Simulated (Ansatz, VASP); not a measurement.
# One calculation of HfC, two programs

Contents of INCAR:

```
SYSTEM = HfC
PREC = Accurate ; ENCUT = 520
EDIFF = 1E-6 ; ISMEAR = 0
SIGMA = 0.15 ; LREAL = .False.
LASPH = .True. ; NELM = 60
ALGO = Normal ; ISIF = 2
LWAVE = .False. ; LCHARG = .False.
GGA = PE ; NBANDS = 14
```

KPOINTS

```
regular mesh
0
Gamma
  18 18 18
  0 0 0
```

The input POSCAR:

```
HfC
1.0
    0.0000000000      2.4412500000      2.3250000000
    2.3250000000      0.0000000000      2.3250000000
    2.3250000000      2.4412500000      0.0000000000
Hf C
1 1
Direct
    0.5000000000      0.5000000000      0.5000000000
    0.0000000000      0.0000000000      0.0000000000
```

Input for Ansatz:

```yaml
crystal:
  lattice:
    - [0.0, 2.44125, 2.325]
    - [2.325, 0.0, 2.325]
    - [2.325, 2.44125, 0.0]
  atoms:
    - { symbol: Hf, position: [0.5, 0.5, 0.5] }
    - { symbol: C, position: [0.0, 0.0, 0.0] }
basis:
  ecutwfc: 420
kpoints:
  mp_grid: { grid: [18, 18, 18] }
hamiltonian:
  xc: pbe
scf:
  occupations: { method: gaussian, width: 0.15 }
output:
  forces: true
  stress: true
  eigenvalues: true
```

Change from the starting cell: strain +0.0500 x Voigt [0, 1, 0, 0, 0, 0], atoms carried along.

Alike in both runs: task single point; functional PBE; k mesh 18 × 18 × 18; occupations gaussian, width 0.15 eV; no spin polarisation.

```csv
,VASP,Ansatz
version,VASP 6.6.1,Ansatz 0.2.0
potentials or method,"VASP PAW PBE potentials, release 64 (Hf_pv, C), cutoff 520 eV","scalar-relativistic, plane waves, PAW"
valence electrons in the cell,14,30
```

Ansatz gave:

```
gap on the k mesh at the Fermi level (eV)                     : none
pressure (GPa)                                                : -9.2
traceless stress, the component that is largest in VASP (GPa) : -9.58
```

Task: What did VASP give for the same quantities?

Result: gap on the k mesh at the Fermi level (eV): none; pressure (GPa): -10.0; traceless stress, the component that is largest in VASP (GPa): -9.64.

A gap of «none» marks a metal or a gap that the smearing closes. With one functional, cell and mesh, what is left measures potentials, basis and numerics. VASP's potentials hold 14 valence electrons a cell and Ansatz's 30, so a difference there can come from the potentials and not from the codes.

Neither program's run includes spin-orbit coupling.
